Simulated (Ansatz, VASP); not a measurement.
**MgO in VASP and in Ansatz**

The input INCAR:

```
SYSTEM = MgO
  ALGO = Normal
  EDIFF = 1E-6
  ENCUT = 520
  GGA = PS
  ISIF = 2
  ISMEAR = 0
  LASPH = .TRUE.
  LCHARG = .TRUE.
  LELF = .TRUE.
  LREAL = .FALSE.
  LVHAR = .TRUE.
  LWAVE = .FALSE.
  NBANDS = 11
  NELM = 80
  PREC = Accurate
  SIGMA = 0.05
```

KPOINTS

```
k-points
0
G
  10 10 10
  0 0 0
```

File POSCAR:

```
MgO
1.0
    0.0000000000      2.1070570934      2.1070570934
    2.1070570934      0.0000000000      2.1070570934
    2.1070570934      2.1070570934      0.0000000000
Mg O
1 1
Direct
    0.0000000000      0.0000000000      0.0000000000
    0.5000000000      0.5000000000      0.5000000000
```

Input for Ansatz:

```yaml
crystal:
  lattice:
    - [0.0, 2.1070570934, 2.1070570934]
    - [2.1070570934, 0.0, 2.1070570934]
    - [2.1070570934, 2.1070570934, 0.0]
  atoms:
    - { symbol: Mg, position: [0.0, 0.0, 0.0] }
    - { symbol: O, position: [0.5, 0.5, 0.5] }
basis:
  ecutwfc: 420
  ecutrho_ratio: 4
kpoints:
  mp_grid: { grid: [10, 10, 10] }
hamiltonian:
  xc: pbesol
scf:
  occupations: { method: gaussian, width: 0.05 }
output:
  forces: true
  stress: true
  eigenvalues: true
```

Alike in both runs: task single point; functional PBEsol; k mesh 10 × 10 × 10; occupations gaussian, width 0.05 eV; no spin polarisation.

```csv
,VASP,Ansatz
version,VASP 6.6.1,Ansatz 0.2.0
potentials or method,"VASP PAW PBE potentials, release 64 (Mg, O), cutoff 520 eV","scalar-relativistic, plane waves, PAW"
valence electrons in the cell,8,16
```

|  | VASP | Ansatz | Ansatz less VASP |
| --- | --- | --- | --- |
| gap on the k mesh at the Fermi level (eV) | 4.62 | 4.62 | 0.000 |
| least direct gap on the mesh (eV) | 4.62 | 4.62 | 0.000 |
| pressure (GPa) | -0.5 | 0.0 | +0.51 |

VASP's potentials were made for PBE, not for PBEsol. The functional is the same, so the differences come from potentials, cutoffs and numerics. VASP's potentials hold 8 valence electrons a cell and Ansatz's 16, so a difference there can come from the potentials and not from the codes.
